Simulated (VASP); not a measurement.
Input of a VASP 6.6.1 run:

The input INCAR:

```
SYSTEM = CdS
PREC = Accurate
ENCUT = 520
EDIFF = 1E-6
ISMEAR = 0
SIGMA = 0.02
LREAL = .FALSE.
LASPH = .TRUE.
NELM = 100
ALGO = Normal
ISIF = 2
LWAVE = .FALSE.
LCHARG = .TRUE.
GGA = PS
LELF = .TRUE.
LVHAR = .TRUE.
NBANDS = 16
```

KPOINTS

```
Automatic mesh
0
G
  8 8 8
  0 0 0
```

POSCAR

```
CdS
1.0
    0.0000000000      2.9599647000      2.9599647000
    2.9599647000      0.0000000000      2.9599647000
    2.9599647000      2.9599647000      0.0000000000
Cd S
1 1
Direct
    0.0000000000      0.0000000000      0.0000000000
    0.7500000000      0.7500000000      0.7500000000
```

Potentials or basis: VASP PAW PBE potentials, release 64 (Cd, S).

Launch:

```bash
$ cat potpaw_PBE.64/Cd/POTCAR potpaw_PBE.64/S/POTCAR > POTCAR
$ mpirun -np 1 vasp_std > vasp.out
```

Task: What does it give for the pressure?

Result: -2.4 GPa.

Task: Predict the band gap on the k mesh.

Result: 0.91 eV, direct.

Caveat: the cell differs from its parent crystal (strained); the PAW data sets were made with another functional, which shifts forces and pressure a little.
